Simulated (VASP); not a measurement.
# MnO2 (fluorite type) (Fm-3m) in VASP: a series of runs

The runs below take MnO2 (fluorite type) through single point, with r2SCAN.

Everything below comes from runs of VASP 6.6.1. Logs are shortened: lines on timing, memory, paths and dates and some standing lists are left out, and cuts for length are marked.

## Step 1: The cell of the first run

It takes space group Fm-3m (No. 225, cubic). The conventional cell has a = 4.541 Å, b = 4.541 Å, c = 4.541 Å, α = 90.00°, β = 90.00°, γ = 90.00°. Within 2.6 Å of Mn (site symmetry m-3m) lie 8 O at 1.97 Å. O (site symmetry -43m) has 4 Mn at 1.97 Å and 6 O at 2.27 Å within 2.6 Å.

## Step 2: Single point, r2SCAN

Contents of POSCAR:

```
MnO2
1.0
    0.0000000000      2.2707380351      2.2707380351
    2.2707380351      0.0000000000      2.2707380351
    2.2707380351      2.2707380351      0.0000000000
Mn O
1 2
Direct
    0.0000000000      0.0000000000      0.0000000000
    0.2500000000      0.2500000000      0.2500000000
    0.7500000000      0.7500000000      0.7500000000
```

Contents of INCAR.step1:

```
SYSTEM = MnO2
ALGO = Normal ; EDIFF = 1E-4
ENCUT = 520 ; GGA = PE
ISMEAR = -1 ; LASPH = .TRUE.
LCHARG = .FALSE. ; LREAL = .FALSE.
LWAVE = .TRUE. ; NBANDS = 20
NELM = 80 ; PREC = Accurate
SIGMA = 0.1
```

Contents of INCAR.step2:

```
SYSTEM = MnO2
ALGO = Normal ; EDIFF = 1E-6
ENCUT = 520 ; ISIF = 2
ISMEAR = -1 ; ISTART = 1
LASPH = .TRUE. ; LCHARG = .TRUE.
LELF = .TRUE. ; LMIXTAU = .TRUE.
LREAL = .FALSE. ; LVHAR = .TRUE.
LWAVE = .FALSE. ; METAGGA = R2SCAN
NBANDS = 20 ; NELM = 80
PREC = Accurate ; SIGMA = 0.1
```

Contents of KPOINTS:

```
k-points
0
G
  13 13 13
  0 0 0
```

Potentials or basis: VASP PAW PBE potentials, release 64 (Mn_pv, O).

Run with:

```console
$ cat potpaw_PBE.64/Mn_pv/POTCAR potpaw_PBE.64/O/POTCAR > POTCAR
$ cp INCAR.step1 INCAR
$ mpirun -np 1 vasp_std > vasp.out
$ cp INCAR.step2 INCAR
$ mpirun -np 1 vasp_std > vasp.out
```

OUTCAR:

```text
SYSTEM = MnO2
   EDIFF = 1E-6
   ENCUT = 520
   ISIF = 2
   ISMEAR = -1
   ISTART = 1
   LASPH = .TRUE.
   LREAL = .FALSE.
   METAGGA = R2SCAN
   NELM = 80
   PREC = Accurate

 ion  position               nearest neighbor table
   1  0.000  0.000  0.000-   3 1.97   3 1.97   3 1.97   2 1.97   3 1.97   2 1.97   2 1.97   2 1.97

   2  0.250  0.250  0.250-   1 1.97   1 1.97   1 1.97   1 1.97
   3  0.750  0.750  0.750-   1 1.97   1 1.97   1 1.97   1 1.97

  LATTYP: Found a face centered cubic cell.
 ALAT       =     4.5414760702

  Lattice vectors:

 A1 = (   0.0000000000,   2.2707380351,   2.2707380351)
 A2 = (   2.2707380351,   0.0000000000,   2.2707380351)
 A3 = (   2.2707380351,   2.2707380351,   0.0000000000)

Analysis of symmetry for initial positions (statically):
=====================================================================
 Subroutine PRICEL returns:
 Original cell was already a primitive cell.

 Routine SETGRP: Setting up the symmetry group for a
 face centered cubic supercell.

 Subroutine GETGRP returns: Found 48 space group operations
 (whereof 48 operations were pure point group operations)
 out of a pool of 48 trial point group operations.

The static configuration has the point symmetry O_h .

Analysis of symmetry for dynamics (positions and initial velocities):
=====================================================================
 Subroutine PRICEL returns:
 Original cell was already a primitive cell.

 Routine SETGRP: Setting up the symmetry group for a
 face centered cubic supercell.

 Subroutine GETGRP returns: Found 48 space group operations
 (whereof 48 operations were pure point group operations)
 out of a pool of 48 trial point group operations.

The dynamic configuration has the point symmetry O_h .

 Subroutine INISYM returns: Found 48 space group operations
 (whereof 48 operations are pure point group operations),
 and found     1 'primitive' translations

----------------------------------------------------------------------------------------

                                     Primitive cell

  volume of cell :      23.4170

  direct lattice vectors                    reciprocal lattice vectors
     0.000000000  2.270738035  2.270738035    -0.220192727  0.220192727  0.220192727
     2.270738035  0.000000000  2.270738035     0.220192727 -0.220192727  0.220192727
     2.270738035  2.270738035  0.000000000     0.220192727  0.220192727 -0.220192727

  length of vectors
     3.211308526  3.211308526  3.211308526     0.381384990  0.381384990  0.381384990

  position of ions in fractional coordinates (direct lattice)
     0.000000000  0.000000000  0.000000000
     0.250000000  0.250000000  0.250000000
     0.750000000  0.750000000  0.750000000

  ion indices of the primitive-cell ions
   primitive index   ion index
                 1           1
                 2           2
                 3           3

----------------------------------------------------------------------------------------

 KPOINTS: k-points

Automatic generation of k-mesh.
 Grid dimensions read from file:
 generate k-points for:   13   13   13

 Generating k-lattice:

  Cartesian coordinates                     Fractional coordinates (reciprocal lattice)
    -0.016937902  0.016937902  0.016937902     0.076923077  0.000000000  0.000000000
     0.016937902 -0.016937902  0.016937902     0.000000000  0.076923077  0.000000000
     0.016937902  0.016937902 -0.016937902     0.000000000  0.000000000  0.076923077

  Length of vectors
     0.029337307  0.029337307  0.029337307

  Shift w.r.t. Gamma in fractional coordinates (k-lattice)
     0.000000000  0.000000000  0.000000000

 Subroutine IBZKPT returns following result:
 ===========================================

 Found     84 irreducible k-points:

 Following reciprocal coordinates:
            Coordinates               Weight
  0.000000  0.000000  0.000000      1.000000
  0.076923  0.000000  0.000000      8.000000
  0.153846  0.000000  0.000000      8.000000
  0.230769  0.000000  0.000000      8.000000
  0.307692  0.000000  0.000000      8.000000
  0.384615  0.000000  0.000000      8.000000
[... 16 lines left out ...]
  0.384615  0.153846  0.000000     24.000000
  0.461538  0.153846  0.000000     24.000000
 [... further k-points ...]
   k-points           NKPTS =     84   k-points in BZ     NKDIM =     84   number of bands    NBANDS=     20
   number of dos      NEDOS =    301   number of ions     NIONS =      3
   total plane-waves  NPLWV =  13824
   dimension x,y,z NGX =    24 NGY =   24 NGZ =   24
   dimension x,y,z NGXF=    48 NGYF=   48 NGZF=   48
   ions per type =               1   2
   NGX,Y,Z   is equivalent  to a cutoff of  12.42, 12.42, 12.42 a.u.
   NGXF,Y,Z  is equivalent  to a cutoff of  24.85, 24.85, 24.85 a.u.
 SYSTEM =  MnO2
   PREC   = accura    normal or accurate (medium, high low for compatibility)
   ISTART =      1    job   : 0-new  1-cont  2-samecut
   ICHARG =      0    charge: 1-file 2-atom 10-const
   ISPIN  =      1    spin polarized calculation?
   LNONCOLLINEAR =      F non collinear calculations
   LSORBIT =      F    spin-orbit coupling
   LASPH  =      T    aspherical Exc in radial PAW
   ENCUT  =  520.0 eV  38.22 Ry    6.18 a.u.   5.97  5.97  5.97*2*pi/ulx,y,z
   NELM   =     80;   NELMIN=  2; NELMDL=  0     # of ELM steps
   EDIFF  = 0.1E-05   stopping-criterion for ELM
   LREAL  =      F    real-space projection
[... 7 lines left out ...]
   TEBEG  =    0.0;   TEEND  =   0.0 temperature during run
   PSTRESS=    0.0 pullay stress
   NELECT =      25.0000    total number of electrons
   NUPDOWN=      -1.0000    fix difference up-down
   EMIN   =  10.00;   EMAX   =-10.00  energy-range for DOS
   EFERMI =   0.00;   METHOD = LEGACY
   ISMEAR =    -1;   SIGMA  =   0.10  broadening in eV -4-tet -1-fermi 0-gaus
   EFERMI_NEDOS =   21; number of points for ismear=-14 and -15
   IALGO  =     38    algorithm
   IMIX   =      4    mixing-type and parameters
     AMIX     =   0.40;   BMIX     =  1.00
     AMIX_MAG =   1.60;   BMIX_MAG =  1.00
  volume/ion in A,a.u.               =       7.81        52.68
  Fermi-wavevector in a.u.,A,eV,Ry     =   1.673187  3.161865 38.090252  2.799555
  Thomas-Fermi vector in A             =   2.758202
   LORBIT       =      0    0 simple, 1 ext, 2 COOP (PROOUT), +10 PAW based schemes
   METAGGA = R2SCAN    functional components
   LHFCALC =     F    Hartree Fock is set to
   AEXX    =    0.0000 exact exchange contribution
   IVDW    =     0    specifies the selected vdW correction
   LEPSILON=     F    determine dielectric tensor
   LRPA    =     F    only Hartree local field effects (RPA)
 non-spin polarized calculation
  energy-cutoff  :      520.00
  volume of cell :       23.42
 maximum number of plane-waves:       646
   NGX = 11   NGY = 11   NGZ = 11

 number of electron      25.0000020 magnetization

 Free energy of the ion-electron system (eV)
  ---------------------------------------------------
  ext. energy  EPLUGINS =         0.00000000
  ---------------------------------------------------
  free energy    TOTEN  =       -30.14551184 eV

  energy without entropy =      -30.01925258  energy(sigma->0) =      -30.08238221

 E-fermi :   7.4228     XC(G=0): -14.1277

 val. band max:        7.4122296666   @ k =   0.4615   0.3077   0.0000
 cond. band min:       7.4269229454   @ k =  -0.4615   0.3077   0.0769
 fundamental gap:      0.0146932788
 Fermi energy:         7.4228113731

 k-point     1 :       0.0000    0.0000    0.0000
  band No.  band energies     occupation
      1     -42.7978      2.00000
      2     -42.7977      2.00000
      3     -42.7976      2.00000
      4     -15.0717      2.00000
      5      -9.7549      2.00000
      6       0.1740      2.00000
[... 12 lines left out ...]
     19      22.2576      0.00000
     20      22.2576      0.00000

 k-point     2 :       0.0769    0.0000    0.0000
  band No.  band energies     occupation
      1     -42.8021      2.00000
      2     -42.7984      2.00000
      3     -42.7982      2.00000
      4     -14.9928      2.00000
      5      -9.8730      2.00000
      6       0.2322      2.00000
[... 12 lines left out ...]
     19      22.4759      0.00000
     20      22.4760      0.00000

 k-point     3 :       0.1538    0.0000    0.0000
  band No.  band energies     occupation
      1     -42.8142      2.00000
      2     -42.8001      2.00000
      3     -42.7999      2.00000
      4     -14.7623      2.00000
      5     -10.1940      2.00000
      6       0.3986      2.00000
[... 12 lines left out ...]
     19      23.1104      0.00000
     20      23.1104      0.00000

 k-point     4 :       0.2308    0.0000    0.0000
  band No.  band energies     occupation
      1     -42.8312      2.00000
      2     -42.8025      2.00000
      3     -42.8023      2.00000
      4     -14.4016      2.00000
      5     -10.6442      2.00000
      6       0.6481      2.00000
[... 12 lines left out ...]
     19      24.1037      0.00000
     20      24.1038      0.00000

 k-point     5 :       0.3077    0.0000    0.0000
  band No.  band energies     occupation
      1     -42.8492      2.00000
      2     -42.8050      2.00000
      3     -42.8049      2.00000
      4     -13.9439      2.00000
      5     -11.1552      2.00000
      6       0.9349      2.00000
[... 12 lines left out ...]
     19      25.3701      0.00000
     20      25.3702      0.00000
[... 353 lines left out ...]
      6       0.4345      2.00000
[... 12 lines left out ...]
     19      24.4400      0.00000
     20      24.5465      0.00000

 k-point    22 :       0.3077    0.1538    0.0000
  band No.  band energies     occupation
      1     -42.8403      2.00000
      2     -42.8091      2.00000
      3     -42.8087      2.00000
      4     -14.0271      2.00000
      5     -10.9907      2.00000
      6       0.6378      2.00000
[... 12 lines left out ...]
     19      25.2238      0.00000
     20      25.6045      0.00000

 k-point    23 :       0.3846    0.1538    0.0000
  band No.  band energies     occupation
      1     -42.8542      2.00000
      2     -42.8131      2.00000
      3     -42.8108      2.00000
      4     -13.5805      2.00000
      5     -11.4291      2.00000
      6       0.7602      2.00000
[... 12 lines left out ...]
     19      26.0948      0.00000
     20      26.8062      0.00000

 k-point    24 :       0.4615    0.1538    0.0000
  band No.  band energies     occupation
      1     -42.8642      2.00000
      2     -42.8170      2.00000
      3     -42.8117      2.00000
      4     -13.1052      2.00000
      5     -11.8824      2.00000
      6       0.6756      2.00000
[... 12 lines left out ...]
     19      26.9928      0.00000
     20      28.0044      0.00000

 [... further k-points ...]
[... 5 lines left out ...]
  --------------------------------------------------------------------------------------
  -------------------------------------------------------------------------------------
  Total        1.3963781      1.3963781      1.3963781      0.0000000     -0.0000000      0.0000000
  in kB       95.5394017     95.5394017     95.5394017      0.0000000     -0.0000000      0.0000000
  external PRESSURE =      95.5394017 kB  Pullay stress =       0.0000000 kB

 VOLUME and BASIS-vectors are now :
 -----------------------------------------------------------------------------
  energy-cutoff  :      520.00
  volume of cell :       23.42
      direct lattice vectors                 reciprocal lattice vectors
     0.000000000  2.270738035  2.270738035    -0.220192727  0.220192727  0.220192727
     2.270738035  0.000000000  2.270738035     0.220192727 -0.220192727  0.220192727
     2.270738035  2.270738035  0.000000000     0.220192727  0.220192727 -0.220192727

 POSITION                                       TOTAL-FORCE (eV/Angst)
 -----------------------------------------------------------------------------------
      0.00000      0.00000      0.00000        -0.000000      0.000000     -0.000000
      1.13537      1.13537      1.13537         0.000000      0.000000     -0.000000
      3.40611      3.40611      3.40611        -0.000000     -0.000000      0.000000
 -----------------------------------------------------------------------------------
    total drift:                               -0.000000      0.000000      0.000000

  FREE ENERGIE OF THE ION-ELECTRON SYSTEM (eV)
  ---------------------------------------------------
  free  energy   TOTEN  =       -30.1455118370 eV

  energy  without entropy=      -30.0192525761  energy(sigma->0) =      -30.08238221
```

Run time: 2.9 min. Hardware: 1 thread of Intel Xeon 8259CL, shared host; peak memory 0.17 GiB.

What came out:

| Quantity | Value |
| --- | --- |
| Free energy | -30.1455 eV |
| Pressure | 9.6 GPa |
| Band gap on the k mesh | zero (an odd number of electrons rules out a gap without spin polarisation) |

Caveat: the cell stands under pressure; the PAW data sets were made with another functional, which shifts forces and pressure a little; an odd number of electrons without spin polarisation forces a metal; a magnetic or distorted state may lie lower; the run has no spin polarisation, though such a crystal can be magnetic; semilocal functionals often make such compounds metallic where correlation or magnetic order opens a gap, which also shifts bond lengths.

[end of part 1 of 2]
